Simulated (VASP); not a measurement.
# Li2Se (Fm-3m) in VASP: further runs

Aim: see how the results for Li2Se move with the level of theory and the settings. Levels: PBE, r2SCAN, HSE06. Tasks: single point.

Program: VASP 6.6.1. These are calculated values, not measurements. Logs are shortened: lines on timing, memory, paths and dates and some standing lists are left out, and cuts for length are marked.

### 1 The cell of the first run

It takes space group Fm-3m (No. 225, cubic). Conventional cell: a = 5.987 Å, b = 5.987 Å, c = 5.987 Å, α = 90.00°, β = 90.00°, γ = 90.00°. Within 3.4 Å of Se (site symmetry m-3m) lie 8 Li at 2.59 Å. Li (site symmetry -43m) has 4 Se at 2.59 Å and 6 Li at 2.99 Å within 3.4 Å.

### 2 Single point, PBE

INCAR reads:

```
ALGO = Normal
EDIFF = 1E-6
ENCUT = 750
GGA = PE
GGA_COMPAT = False
ISIF = 2
ISMEAR = 0
LASPH = True
LCHARG = False
LREAL = False
LWAVE = False
NBANDS = 13
NELM = 120
PREC = Accurate
SIGMA = 0.01
```

KPOINTS reads:

```
k-points
0
Gamma
  6 6 6
```

POSCAR reads:

```
Li2Se
1.0
    0.0000000000      2.9935210598      2.9935210598
    2.9935210598      0.0000000000      2.9935210598
    2.9935210598      2.9935210598      0.0000000000
Se Li
1 2
Direct
    0.0000000000      0.0000000000      0.0000000000
    0.2500000000      0.2500000000      0.2500000000
    0.7500000000      0.7500000000      0.7500000000
```

Potentials or basis: VASP PAW PBE potentials, release 64 (Se, Li_sv).

Command:

```sh
$ cat potpaw_PBE.64/Se/POTCAR potpaw_PBE.64/Li_sv/POTCAR > POTCAR
$ mpirun -np 1 vasp_std > vasp.out
```

OUTCAR:

```text
EDIFF = 1E-6
   ENCUT = 750
   GGA = PE
   ISIF = 2
   ISMEAR = 0
   LASPH = True
   LREAL = False
   NELM = 120
   PREC = Accurate

 ion  position               nearest neighbor table
   1  0.000  0.000  0.000-   3 2.59   3 2.59   3 2.59   2 2.59   3 2.59   2 2.59   2 2.59   2 2.59

   2  0.250  0.250  0.250-   1 2.59   1 2.59   1 2.59   1 2.59
   3  0.750  0.750  0.750-   1 2.59   1 2.59   1 2.59   1 2.59

  LATTYP: Found a face centered cubic cell.
 ALAT       =     5.9870421196

  Lattice vectors:

 A1 = (   0.0000000000,   2.9935210598,   2.9935210598)
 A2 = (   2.9935210598,   0.0000000000,   2.9935210598)
 A3 = (   2.9935210598,   2.9935210598,   0.0000000000)

Analysis of symmetry for initial positions (statically):
=====================================================================
 Subroutine PRICEL returns:
 Original cell was already a primitive cell.

 Routine SETGRP: Setting up the symmetry group for a
 face centered cubic supercell.

 Subroutine GETGRP returns: Found 48 space group operations
 (whereof 48 operations were pure point group operations)
 out of a pool of 48 trial point group operations.

The static configuration has the point symmetry O_h .

Analysis of symmetry for dynamics (positions and initial velocities):
=====================================================================
 Subroutine PRICEL returns:
 Original cell was already a primitive cell.

 Routine SETGRP: Setting up the symmetry group for a
 face centered cubic supercell.

 Subroutine GETGRP returns: Found 48 space group operations
 (whereof 48 operations were pure point group operations)
 out of a pool of 48 trial point group operations.

The dynamic configuration has the point symmetry O_h .

 Subroutine INISYM returns: Found 48 space group operations
 (whereof 48 operations are pure point group operations),
 and found     1 'primitive' translations

----------------------------------------------------------------------------------------

                                     Primitive cell

  volume of cell :      53.6509

  direct lattice vectors                    reciprocal lattice vectors
     0.000000000  2.993521060  2.993521060    -0.167027387  0.167027387  0.167027387
     2.993521060  0.000000000  2.993521060     0.167027387 -0.167027387  0.167027387
     2.993521060  2.993521060  0.000000000     0.167027387  0.167027387 -0.167027387

  length of vectors
     4.233478082  4.233478082  4.233478082     0.289299920  0.289299920  0.289299920

  position of ions in fractional coordinates (direct lattice)
     0.000000000  0.000000000  0.000000000
     0.250000000  0.250000000  0.250000000
     0.750000000  0.750000000  0.750000000

  ion indices of the primitive-cell ions
   primitive index   ion index
                 1           1
                 2           2
                 3           3

----------------------------------------------------------------------------------------

 KPOINTS: k-points

Automatic generation of k-mesh.
 Grid dimensions read from file:
 generate k-points for:    6    6    6

 Generating k-lattice:

  Cartesian coordinates                     Fractional coordinates (reciprocal lattice)
    -0.027837898  0.027837898  0.027837898     0.166666667  0.000000000  0.000000000
     0.027837898 -0.027837898  0.027837898     0.000000000  0.166666667  0.000000000
     0.027837898  0.027837898 -0.027837898     0.000000000  0.000000000  0.166666667

  Length of vectors
     0.048216653  0.048216653  0.048216653

  Shift w.r.t. Gamma in fractional coordinates (k-lattice)
     0.000000000  0.000000000  0.000000000

 Subroutine IBZKPT returns following result:
 ===========================================

 Found     16 irreducible k-points:

 Following reciprocal coordinates:
            Coordinates               Weight
  0.000000  0.000000  0.000000      1.000000
  0.166667  0.000000  0.000000      8.000000
  0.333333  0.000000  0.000000      8.000000
  0.500000  0.000000  0.000000      4.000000
  0.166667  0.166667  0.000000      6.000000
  0.333333  0.166667  0.000000     24.000000
[... 8 lines left out ...]
 -0.333333  0.333333  0.166667     24.000000
 -0.333333  0.500000  0.166667     12.000000
   k-points           NKPTS =     16   k-points in BZ     NKDIM =     16   number of bands    NBANDS=     13
   number of dos      NEDOS =    301   number of ions     NIONS =      3
   total plane-waves  NPLWV =  64000
   dimension x,y,z NGX =    40 NGY =   40 NGZ =   40
   dimension x,y,z NGXF=    80 NGYF=   80 NGZF=   80
   ions per type =               1   2
   NGX,Y,Z   is equivalent  to a cutoff of  15.71, 15.71, 15.71 a.u.
   NGXF,Y,Z  is equivalent  to a cutoff of  31.42, 31.42, 31.42 a.u.
 SYSTEM =  unknown system
   PREC   = accura    normal or accurate (medium, high low for compatibility)
   ISTART =      0    job   : 0-new  1-cont  2-samecut
   ICHARG =      2    charge: 1-file 2-atom 10-const
   ISPIN  =      1    spin polarized calculation?
   LNONCOLLINEAR =      F non collinear calculations
   LSORBIT =      F    spin-orbit coupling
   LASPH  =      T    aspherical Exc in radial PAW
   ENCUT  =  750.0 eV  55.12 Ry    7.42 a.u.   9.45  9.45  9.45*2*pi/ulx,y,z
   NELM   =    120;   NELMIN=  2; NELMDL= -5     # of ELM steps
   EDIFF  = 0.1E-05   stopping-criterion for ELM
   LREAL  =      F    real-space projection
   EDIFFG = 0.1E-04   stopping-criterion for IOM
   NSW    =      0    number of steps for IOM
   IBRION =     -1    ionic relax: 0-MD 1-quasi-New 2-CG
   NFREE  =      0    steps in history (QN), initial steepest desc. (CG)
   ISIF   =      2    stress and relaxation
   ISYM   =      2    0-nonsym 1-usesym 2-fastsym
   POTIM  = 0.5000    time-step for ionic-motion
   TEBEG  =    0.0;   TEEND  =   0.0 temperature during run
   PSTRESS=    0.0 pullay stress
   NELECT =      12.0000    total number of electrons
   NUPDOWN=      -1.0000    fix difference up-down
   EMIN   =  10.00;   EMAX   =-10.00  energy-range for DOS
   EFERMI =   0.00;   METHOD = LEGACY
   ISMEAR =     0;   SIGMA  =   0.01  broadening in eV -4-tet -1-fermi 0-gaus
   EFERMI_NEDOS =   21; number of points for ismear=-14 and -15
   IALGO  =     38    algorithm
   IMIX   =      4    mixing-type and parameters
     AMIX     =   0.40;   BMIX     =  1.00
     AMIX_MAG =   1.60;   BMIX_MAG =  1.00
  volume/ion in A,a.u.               =      17.88       120.68
  Fermi-wavevector in a.u.,A,eV,Ry     =   0.993748  1.877911 13.436230  0.987535
  Thomas-Fermi vector in A             =   2.125651
   LORBIT       =      0    0 simple, 1 ext, 2 COOP (PROOUT), +10 PAW based schemes
   GGA     = PE    functional components
   LHFCALC =     F    Hartree Fock is set to
   AEXX    =    0.0000 exact exchange contribution
   IVDW    =     0    specifies the selected vdW correction
   LEPSILON=     F    determine dielectric tensor
   LRPA    =     F    only Hartree local field effects (RPA)
 non-spin polarized calculation
 Gauss-broadening in eV      SIGMA  =   0.01
  energy-cutoff  :      750.00
  volume of cell :       53.65
 maximum number of plane-waves:      2529
 NGX is ok and might be reduce to    40
   NGX = 19   NGY = 19   NGZ = 19

 number of electron      12.0000003 magnetization

 Free energy of the ion-electron system (eV)
  ---------------------------------------------------
  ext. energy  EPLUGINS =         0.00000000
  ---------------------------------------------------
  free energy    TOTEN  =       -11.13001241 eV

  energy without entropy =      -11.13001241  energy(sigma->0) =      -11.13001241

 E-fermi :   1.2458     XC(G=0):  -8.2947

 val. band max:        1.0468352882   @ k =   0.0000   0.0000   0.0000
 cond. band min:       4.0143959966   @ k =   0.5000   0.5000   0.0000
 fundamental gap:      2.9675607084
 Fermi energy:         1.2458150825

 k-point     1 :       0.0000    0.0000    0.0000
  band No.  band energies     occupation
      1     -43.6507      2.00000
      2     -43.6260      2.00000
      3     -10.3661      2.00000
      4       1.0468      2.00000
      5       1.0468      2.00000
      6       1.0468      2.00000
      7       4.4679      0.00000
      8       6.6708      0.00000
      9       6.6708      0.00000
     10       6.6708      0.00000
     11      11.6539      0.00000
     12      11.6539      0.00000
     13      12.0019      0.00000

 k-point     2 :       0.1667    0.0000    0.0000
  band No.  band energies     occupation
      1     -43.6489      2.00000
      2     -43.6276      2.00000
      3     -10.2809      2.00000
      4       0.0159      2.00000
      5       0.8914      2.00000
      6       0.8914      2.00000
      7       5.1961      0.00000
      8       7.0357      0.00000
      9       7.0357      0.00000
     10       7.3152      0.00000
     11      10.1880      0.00000
     12      10.1880      0.00000
     13      12.1904      0.00000

 k-point     3 :       0.3333    0.0000    0.0000
  band No.  band energies     occupation
      1     -43.6442      2.00000
      2     -43.6319      2.00000
      3     -10.0961      2.00000
      4      -1.3427      2.00000
      5       0.6284      2.00000
      6       0.6284      2.00000
      7       5.9135      0.00000
      8       7.1790      0.00000
      9       7.1790      0.00000
     10       8.5323      0.00000
     11      10.6585      0.00000
     12      10.6585      0.00000
     13      12.8591      0.00000
[... 177 lines left out ...]
 k-point    15 :      -0.3333    0.3333    0.1667
  band No.  band energies     occupation
      1     -43.6378      2.00000
      2     -43.6378      2.00000
      3      -9.9062      2.00000
      4      -1.3714      2.00000
      5      -0.5884      2.00000
      6      -0.1699      2.00000
      7       6.3141      0.00000
      8       7.0925      0.00000
      9       9.3223      0.00000
     10       9.7972      0.00000
     11       9.9352      0.00000
     12      11.9506      0.00000
     13      13.6657      0.00000

 k-point    16 :      -0.3333    0.5000    0.1667
  band No.  band energies     occupation
      1     -43.6398      2.00000
      2     -43.6357      2.00000
      3      -9.8773      2.00000
      4      -1.0698      2.00000
      5      -0.6562      2.00000
      6      -0.6531      2.00000
      7       5.3031      0.00000
      8       8.1162      0.00000
      9       8.6304      0.00000
     10      10.3388      0.00000
     11      11.7762      0.00000
     12      12.6492      0.00000
     13      13.0217      0.00000

------------------------ aborting loop because EDIFF is reached ----------------------------------------

  FORCE on cell =-STRESS in cart. coord.  units (eV):
  Direction    XX          YY          ZZ          XY          YZ          ZX
  --------------------------------------------------------------------------------------
  -------------------------------------------------------------------------------------
  Total        0.0903918      0.0903918      0.0903918     -0.0000000      0.0000000      0.0000000
  in kB        2.6993722      2.6993722      2.6993722     -0.0000000      0.0000000      0.0000000
  external PRESSURE =       2.6993722 kB  Pullay stress =       0.0000000 kB

 VOLUME and BASIS-vectors are now :
 -----------------------------------------------------------------------------
  energy-cutoff  :      750.00
  volume of cell :       53.65
      direct lattice vectors                 reciprocal lattice vectors
     0.000000000  2.993521060  2.993521060    -0.167027387  0.167027387  0.167027387
     2.993521060  0.000000000  2.993521060     0.167027387 -0.167027387  0.167027387
     2.993521060  2.993521060  0.000000000     0.167027387  0.167027387 -0.167027387

 POSITION                                       TOTAL-FORCE (eV/Angst)
 -----------------------------------------------------------------------------------
      0.00000      0.00000      0.00000        -0.000000     -0.000000      0.000000
      1.49676      1.49676      1.49676        -0.000000      0.000000     -0.000000
      4.49028      4.49028      4.49028         0.000000      0.000000      0.000000
 -----------------------------------------------------------------------------------
    total drift:                                0.000000     -0.000000      0.000000

  FREE ENERGIE OF THE ION-ELECTRON SYSTEM (eV)
  ---------------------------------------------------
  free  energy   TOTEN  =       -11.1300124095 eV

  energy  without entropy=      -11.1300124095  energy(sigma->0) =      -11.13001241
```

It took 30 s on 1 thread of Intel Xeon 8259CL, shared host; peak memory 0.24 GiB.

Results:

```yaml
Free_energy: -11.1300 eV
Pressure: 0.3 GPa
Band_gap_on_the_k_mesh: 2.97 eV (least direct gap 3.42 eV)
```

Levels at points of the mesh, in eV from the valence-band top:
| k point | band 3 | band 4 | band 5 | band 6 | band 7 | band 8 | band 9 | band 10 |
| --- | --- | --- | --- | --- | --- | --- | --- | --- |
| (0.00, 0.00, 0.00) | -11.41 | 0.00 | 0.00 | 0.00 | 3.42 | 5.62 | 5.62 | 5.62 |
| (0.50, 0.00, 0.00) | -11.04 | -2.93 | -0.53 | -0.53 | 5.14 | 5.96 | 5.96 | 7.98 |
| (0.50, 0.50, 0.00) | -10.93 | -2.30 | -1.45 | -1.45 | 2.97 | 6.19 | 10.37 | 10.37 |

A k mesh can miss the band edges.

### 3 Single point, r2SCAN

POSCAR is that of step 2.

INCAR.step1 reads:

```
  ALGO = Normal
  EDIFF = 1E-5
  ENCUT = 830
  GGA = PE
  GGA_COMPAT = F
  ISMEAR = 0
  LASPH = T
  LCHARG = F
  LREAL = F
  LWAVE = T
  NBANDS = 13
  NELM = 120
  PREC = Accurate
  SIGMA = 0.01
```

INCAR.step2 reads:

```
  ALGO = Normal
  EDIFF = 1E-6
  ENCUT = 830
  GGA_COMPAT = F
  ISIF = 2
  ISMEAR = 0
  ISTART = 1
  LASPH = T
  LCHARG = F
  LMIXTAU = T
  LREAL = F
  LWAVE = F
  METAGGA = R2SCAN
  NBANDS = 13
  NELM = 120
  PREC = Accurate
  SIGMA = 0.01
```

KPOINTS reads:

```
k-points
0
Gamma
  4 4 4
```

Potentials or basis: VASP PAW PBE potentials, release 64 (Se, Li_sv).

Command:

```sh
$ cat potpaw_PBE.64/Se/POTCAR potpaw_PBE.64/Li_sv/POTCAR > POTCAR
$ cp INCAR.step1 INCAR
$ mpirun -np 1 vasp_std > vasp.out
$ cp INCAR.step2 INCAR
$ mpirun -np 1 vasp_std > vasp.out
```

Run time: 1.8 min. Hardware: 1 thread of Intel Xeon 8259CL, shared host; peak memory 0.26 GiB.

The run converged. Its results:

```yaml
Free_energy: -23.4302 eV
Pressure: -0.1 GPa
Band_gap_on_the_k_mesh: 3.45 eV (least direct gap 4.17 eV)
```

Levels at points of the mesh, in eV from the valence-band top:
```
           k point  band 3  band 4  band 5  band 6  band 7  band 8  band 9  band 10
(0.00, 0.00, 0.00)  -11.79    0.00    0.00    0.00    4.17    6.31    6.31     6.31
(0.50, 0.00, 0.00)  -11.41   -2.92   -0.53   -0.53    5.98    6.59    6.59     8.64
(0.50, 0.50, 0.00)  -11.29   -2.27   -1.45   -1.45    3.45    6.99   11.37    11.37
```

Caveat: the k points lie up to 0.45 Å⁻¹ apart; the PAW data sets were made with another functional, which shifts forces and pressure a little. A k mesh can miss the band edges.

(Continued in part 2 of 2.)
